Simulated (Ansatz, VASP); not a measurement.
One calculation of PbF2, two programs

File POSCAR:

```
PbF2
1.0
    0.0000000000      3.2262868683      2.5165037573
    3.2262868683      0.0000000000      2.5165037573
    3.2262868683      3.2262868683      0.0000000000
Pb F
1 2
Direct
    0.0000000000      0.0000000000      0.0000000000
    0.2500000000      0.2500000000      0.2500000000
    0.7500000000      0.7500000000      0.7500000000
```

The input INCAR.step1:

```
ALGO = Normal
EDIFF = 1E-4
ENCUT = 520
GGA = PE
ISMEAR = 0
LASPH = T
LCHARG = F
LREAL = F
LWAVE = T
NBANDS = 21
NELM = 80
PREC = Accurate
SIGMA = 0.05
```

INCAR.step2

```
ALGO = Normal
EDIFF = 1E-7
ENCUT = 520
ISIF = 2
ISMEAR = 0
ISTART = 1
LASPH = T
LCHARG = F
LMIXTAU = T
LREAL = F
LWAVE = F
METAGGA = R2SCAN
NBANDS = 21
NELM = 80
PREC = Accurate
SIGMA = 0.05
```

The input KPOINTS:

```
k-points
0
Gamma
  8 8 8
```

Input for Ansatz:

```yaml
crystal:
  lattice:
    - [0.0, 3.2262868683, 2.5165037573]
    - [3.2262868683, 0.0, 2.5165037573]
    - [3.2262868683, 3.2262868683, 0.0]
  atoms:
    - { symbol: Pb, position: [0.0, 0.0, 0.0] }
    - { symbol: F, position: [0.25, 0.25, 0.25] }
    - { symbol: F, position: [0.75, 0.75, 0.75] }
basis:
  ecutwfc: 500
kpoints:
  mp_grid: { grid: [8, 8, 8] }
hamiltonian:
  xc: r2scan
scf:
  occupations: { method: gaussian, width: 0.05 }
output:
  forces: true
  stress: true
  eigenvalues: true
  write_density: true
  write_potential: true
  elf: true
  volumetric_format: npy
```

Alike in both runs: task single point; functional r2SCAN; k mesh 8 × 8 × 8; occupations gaussian, width 0.05 eV; no spin polarisation.

```csv
,VASP,Ansatz
version,VASP 6.6.1,Ansatz 0.2.0
potentials or method,"VASP PAW PBE potentials, release 64 (Pb_d, F), cutoff 520 eV","scalar-relativistic, plane waves, PAW"
valence electrons in the cell,28,28
```

|  | VASP | Ansatz | Ansatz less VASP |
| --- | --- | --- | --- |
| gap on the k mesh at the Fermi level (eV) | 3.88 | 3.88 | +0.002 |
| least direct gap on the mesh (eV) | 4.53 | 4.53 | -0.001 |
| pressure (GPa) | -2.0 | -1.9 | +0.11 |
| traceless stress, the component that is largest in VASP (GPa) | 10.79 | 10.82 | +0.027 |

VASP's potentials were made for PBE, not for r2SCAN.

Spin-orbit coupling is off throughout.
